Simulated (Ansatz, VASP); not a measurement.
## Two plane-wave programs on TaN

POSCAR

```
TaN
1.0
    5.2392842521      0.0000000000      0.0000000000
   -2.6196421261      4.5373532600      0.0000000000
    0.0000000000      0.0000000000      2.9047770841
Ta N
3 3
Direct
    0.0000000000      0.0000000000      0.0000000000
    0.3333333333      0.6666666667      0.5000000000
    0.6666666667      0.3333333333      0.5000000000
    0.5000000000      0.0000000000      0.0000000000
    0.5000000000      0.5000000000      0.0000000000
    0.0000000000      0.5000000000      0.0000000000
```

Contents of INCAR.step1:

```
SYSTEM = TaN
ALGO = Normal
EDIFF = 1E-4
ENCUT = 520
GGA = PE
ISMEAR = 0
LASPH = .TRUE.
LCHARG = .FALSE.
LREAL = .FALSE.
LWAVE = .TRUE.
NBANDS = 33
NELM = 100
PREC = Accurate
SIGMA = 0.15
```

Contents of INCAR.step2:

```
SYSTEM = TaN
ALGO = Normal
EDIFF = 1E-6
ENCUT = 520
ISIF = 2
ISMEAR = 0
ISTART = 1
LASPH = .TRUE.
LCHARG = .TRUE.
LELF = .TRUE.
LMIXTAU = .TRUE.
LREAL = .FALSE.
LVHAR = .TRUE.
LWAVE = .FALSE.
METAGGA = R2SCAN
NBANDS = 33
NELM = 100
PREC = Accurate
SIGMA = 0.15
```

The input KPOINTS:

```
k-points
0
G
  6 6 12
  0 0 0
```

Input for Ansatz:

```yaml
crystal:
  lattice:
    - [5.2392842521, 0.0, 0.0]
    - [-2.6196421261, 4.53735326, 0.0]
    - [0.0, 0.0, 2.9047770841]
  atoms:
    - { symbol: Ta, position: [0.0, 0.0, 0.0] }
    - { symbol: Ta, position: [0.3333333333, 0.6666666667, 0.5] }
    - { symbol: Ta, position: [0.6666666667, 0.3333333333, 0.5] }
    - { symbol: "N", position: [0.5, 0.0, 0.0] }
    - { symbol: "N", position: [0.5, 0.5, 0.0] }
    - { symbol: "N", position: [0.0, 0.5, 0.0] }
basis:
  ecutwfc: 500
kpoints:
  mp_grid: { grid: [6, 6, 12] }
hamiltonian:
  xc: r2scan
scf:
  occupations: { method: gaussian, width: 0.15 }
output:
  forces: true
  stress: true
  eigenvalues: true
```

Alike in both runs: task single point; functional r2SCAN; k mesh 6 × 6 × 12; occupations gaussian, width 0.15 eV; no spin polarisation.

```csv
,VASP,Ansatz
version,VASP 6.6.1,Ansatz 0.2.0
potentials or method,"VASP PAW PBE potentials, release 64 (Ta_pv, N), cutoff 520 eV","scalar-relativistic, plane waves, PAW"
valence electrons in the cell,48,54
```

```csv
,VASP,Ansatz,Ansatz less VASP
gap on the k mesh at the Fermi level (eV),none,none,-
pressure (GPa),1.7,0.0,-1.64
"traceless stress, the component that is largest in VASP (GPa)",0.26,0.05,-0.214
```

VASP's potentials were made for PBE, not for r2SCAN. A gap of «none» marks a metal or a gap that the smearing closes. The functional is the same, so the differences come from potentials, cutoffs and numerics. VASP's potentials hold 48 valence electrons a cell and Ansatz's 54, so a difference there can come from the potentials and not from the codes.

Neither program's run includes spin-orbit coupling.
